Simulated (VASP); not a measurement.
# Au (Fd-3m) in VASP: single point with PBE

Aim: the single point of Au with PBE.

All numbers are computed with VASP 6.6.1; they aren't measurements. Logs are shortened: lines on timing, memory, paths and dates and some standing lists are left out, and cuts for length are marked.

**1. The cell of the first run**

The structure is cubic, space group Fd-3m (No. 227). The conventional cell has a = 6.161 Å, b = 6.161 Å, c = 6.161 Å, α = 90.00°, β = 90.00°, γ = 90.00°. Within 3.5 Å of Au (site symmetry -43m) lie 4 Au at 2.67 Å.

This isn't the form of Au at room conditions, which is fcc.

**2. Single point, PBE**

Input file INCAR:

```
SYSTEM = Au
PREC = Accurate
ENCUT = 520
EDIFF = 1E-6
ISMEAR = -1
SIGMA = 0.05
LREAL = .False.
LASPH = .True.
NELM = 80
ALGO = Normal
ISIF = 2
LWAVE = .False.
LCHARG = .False.
GGA = PE
NBANDS = 18
```

Input file KPOINTS:

```
Automatic mesh
0
Gamma
  13 13 13
  0 0 0
```

Input file POSCAR:

```
Au
1.0
    0.0000000000      3.0806280692      3.0806280692
    3.0806280692      0.0000000000      3.0806280692
    3.0806280692      3.0806280692      0.0000000000
Au
2
Direct
   -0.1250000000     -0.1250000000     -0.1250000000
    0.1250000000      0.1250000000      0.1250000000
```

Potentials or basis: VASP PAW PBE potentials, release 64 (Au).

Run with:

```
cat potpaw_PBE.64/Au/POTCAR > POTCAR
mpirun -np 1 vasp_std > vasp.out
```

OUTCAR:

```text
SYSTEM = Au
   PREC = Accurate
   ENCUT = 520
   EDIFF = 1E-6
   ISMEAR = -1
   LREAL = .False.
   LASPH = .True.
   NELM = 80
   ISIF = 2
   GGA = PE

 ion  position               nearest neighbor table
   1  0.875  0.875  0.875-   2 2.67   2 2.67   2 2.67   2 2.67
   2  0.125  0.125  0.125-   1 2.67   1 2.67   1 2.67   1 2.67

  LATTYP: Found a face centered cubic cell.
 ALAT       =     6.1612561384

  Lattice vectors:

 A1 = (   0.0000000000,   3.0806280692,   3.0806280692)
 A2 = (   3.0806280692,   0.0000000000,   3.0806280692)
 A3 = (   3.0806280692,   3.0806280692,   0.0000000000)

Analysis of symmetry for initial positions (statically):
=====================================================================
 Subroutine PRICEL returns:
 Original cell was already a primitive cell.

 Routine SETGRP: Setting up the symmetry group for a
 face centered cubic supercell.

 Subroutine GETGRP returns: Found 48 space group operations
 (whereof 12 operations were pure point group operations)
 out of a pool of 48 trial point group operations.

The static configuration has the point symmetry D_3d.
 The point group associated with its full space group is O_h .

Analysis of symmetry for dynamics (positions and initial velocities):
=====================================================================
 Subroutine PRICEL returns:
 Original cell was already a primitive cell.

 Routine SETGRP: Setting up the symmetry group for a
 face centered cubic supercell.

 Subroutine GETGRP returns: Found 48 space group operations
 (whereof 12 operations were pure point group operations)
 out of a pool of 48 trial point group operations.

The dynamic configuration has the point symmetry D_3d.
 The point group associated with its full space group is O_h .

 Subroutine INISYM returns: Found 48 space group operations
 (whereof 12 operations are pure point group operations),
 and found     1 'primitive' translations

----------------------------------------------------------------------------------------

                                     Primitive cell

  volume of cell :      58.4720

  direct lattice vectors                    reciprocal lattice vectors
     0.000000000  3.080628069  3.080628069    -0.162304565  0.162304565  0.162304565
     3.080628069  0.000000000  3.080628069     0.162304565 -0.162304565  0.162304565
     3.080628069  3.080628069  0.000000000     0.162304565  0.162304565 -0.162304565

  length of vectors
[... 75 lines left out ...]
   ICHARG =      2    charge: 1-file 2-atom 10-const
   ISPIN  =      1    spin polarized calculation?
   LNONCOLLINEAR =      F non collinear calculations
   LSORBIT =      F    spin-orbit coupling
   LASPH  =      T    aspherical Exc in radial PAW
   ENCUT  =  520.0 eV  38.22 Ry    6.18 a.u.   8.10  8.10  8.10*2*pi/ulx,y,z
   NELM   =     80;   NELMIN=  2; NELMDL= -5     # of ELM steps
   EDIFF  = 0.1E-05   stopping-criterion for ELM
   LREAL  =      F    real-space projection
   EDIFFG = 0.1E-04   stopping-criterion for IOM
   NSW    =      0    number of steps for IOM
   IBRION =     -1    ionic relax: 0-MD 1-quasi-New 2-CG
   NFREE  =      0    steps in history (QN), initial steepest desc. (CG)
   ISIF   =      2    stress and relaxation
   ISYM   =      2    0-nonsym 1-usesym 2-fastsym
   POTIM  = 0.5000    time-step for ionic-motion
   TEBEG  =    0.0;   TEEND  =   0.0 temperature during run
   PSTRESS=    0.0 pullay stress
   NELECT =      22.0000    total number of electrons
   NUPDOWN=      -1.0000    fix difference up-down
   EMIN   =  10.00;   EMAX   =-10.00  energy-range for DOS
   EFERMI =   0.00;   METHOD = LEGACY
   ISMEAR =    -1;   SIGMA  =   0.05  broadening in eV -4-tet -1-fermi 0-gaus
   EFERMI_NEDOS =   21; number of points for ismear=-14 and -15
   IALGO  =     38    algorithm
   IMIX   =      4    mixing-type and parameters
     AMIX     =   0.40;   BMIX     =  1.00
     AMIX_MAG =   1.60;   BMIX_MAG =  1.00
  volume/ion in A,a.u.               =      29.24       197.29
  Fermi-wavevector in a.u.,A,eV,Ry     =   1.181861  2.233394 19.004560  1.396796
  Thomas-Fermi vector in A             =   2.318126
   LORBIT       =      0    0 simple, 1 ext, 2 COOP (PROOUT), +10 PAW based schemes
   GGA     = PE    functional components
   LHFCALC =     F    Hartree Fock is set to
   AEXX    =    0.0000 exact exchange contribution
   IVDW    =     0    specifies the selected vdW correction
   LEPSILON=     F    determine dielectric tensor
   LRPA    =     F    only Hartree local field effects (RPA)
 non-spin polarized calculation
  energy-cutoff  :      520.00
  volume of cell :       58.47
 maximum number of plane-waves:      1593
   NGX = 17   NGY = 17   NGZ = 17

 number of electron      21.9999996 magnetization

 Free energy of the ion-electron system (eV)
  ---------------------------------------------------
  ext. energy  EPLUGINS =         0.00000000
  ---------------------------------------------------
  free energy    TOTEN  =        -5.02029679 eV

  energy without entropy =       -5.01433826  energy(sigma->0) =       -5.01731753

 E-fermi :   2.7778     XC(G=0):  -9.2976

 val. band max:        2.7750505890   @ k =  -0.3846   0.2308   0.0769
 cond. band min:       2.8302730796   @ k =  -0.3846   0.3846   0.0000
 fundamental gap:      0.0552224907
 Fermi energy:         2.7778241890

 k-point     1 :       0.0000    0.0000    0.0000
  band No.  band energies     occupation
      1      -3.1028      2.00000
      2      -1.2340      2.00000
      3      -1.2340      2.00000
      4      -1.2340      2.00000
      5      -1.2300      2.00000
      6      -1.2300      2.00000
[... 481 lines left out ...]
      5      -0.8190      2.00000
      6      -0.7322      2.00000
[... 10 lines left out ...]
     17      15.1820      0.00000
     18      15.4713      0.00000

 [... further k-points ...]
[... 5 lines left out ...]
  --------------------------------------------------------------------------------------
  -------------------------------------------------------------------------------------
  Total       -0.0239249     -0.0239249     -0.0239249     -0.0000000      0.0000000      0.0000000
  in kB       -0.6555605     -0.6555605     -0.6555605     -0.0000000      0.0000000      0.0000000
  external PRESSURE =      -0.6555605 kB  Pullay stress =       0.0000000 kB

 VOLUME and BASIS-vectors are now :
 -----------------------------------------------------------------------------
  energy-cutoff  :      520.00
  volume of cell :       58.47
      direct lattice vectors                 reciprocal lattice vectors
     0.000000000  3.080628069  3.080628069    -0.162304565  0.162304565  0.162304565
     3.080628069  0.000000000  3.080628069     0.162304565 -0.162304565  0.162304565
     3.080628069  3.080628069  0.000000000     0.162304565  0.162304565 -0.162304565

 POSITION                                       TOTAL-FORCE (eV/Angst)
 -----------------------------------------------------------------------------------
      5.39110      5.39110      5.39110         0.000000     -0.000000     -0.000000
      0.77016      0.77016      0.77016        -0.000000      0.000000      0.000000
 -----------------------------------------------------------------------------------
    total drift:                                0.000000      0.000000     -0.000000

  FREE ENERGIE OF THE ION-ELECTRON SYSTEM (eV)
  ---------------------------------------------------
  free  energy   TOTEN  =        -5.0202967932 eV

  energy  without entropy=       -5.0143382580  energy(sigma->0) =       -5.01731753
```

OSZICAR:

```text
N       E                     dE             d eps       ncg     rms          rms(c)
DAV:   1     0.110717784430E+03    0.11072E+03   -0.10703E+04  3024   0.110E+03
DAV:   2    -0.325546267753E+01   -0.11397E+03   -0.10802E+03  3264   0.224E+02
DAV:   3    -0.539020842847E+01   -0.21347E+01   -0.21222E+01  3656   0.306E+01
DAV:   4    -0.540360298883E+01   -0.13395E-01   -0.13392E-01  3362   0.253E+00
DAV:   5    -0.540381640261E+01   -0.21341E-03   -0.21341E-03  3446   0.340E-01    0.807E+00
DAV:   6    -0.503454126221E+01    0.36928E+00   -0.11769E+00  3294   0.812E+00    0.594E+00
DAV:   7    -0.502371307273E+01    0.10828E-01   -0.18732E-02  3334   0.984E-01    0.325E+00
DAV:   8    -0.502025725179E+01    0.34558E-02   -0.18347E-03  3202   0.297E-01    0.605E-02
DAV:   9    -0.502028196927E+01   -0.24717E-04   -0.44706E-05  3608   0.469E-02    0.261E-02
DAV:  10    -0.502029683603E+01   -0.14867E-04   -0.13688E-05  3284   0.262E-02    0.384E-03
DAV:  11    -0.502029679315E+01    0.42875E-07   -0.17377E-07  2490   0.298E-03
   1 F= -.50202968E+01 E0= -.50173175E+01  d E =-.595854E-02
```

It took 25 s on 1 thread of AMD EPYC 9R45 (Zen 5), shared host; peak memory 0.19 GiB.

What came out:

```
Free energy            : -5.0203 eV
Pressure               : -0.1 GPa
Band gap on the k mesh : zero (bands 11 and 12 overlap by 0.55 eV)
```

Levels at points of the mesh, in eV from the Fermi level:
```tsv
k point	band 8	band 9	band 10	band 11	band 12	band 13	band 14	band 15
(0.00, 0.00, 0.00)	-2.24	-2.24	-1.27	-1.27	8.44	9.45	9.45	9.45
```

Caveat: spin-orbit coupling is left out, which moves the levels of the heavy elements.
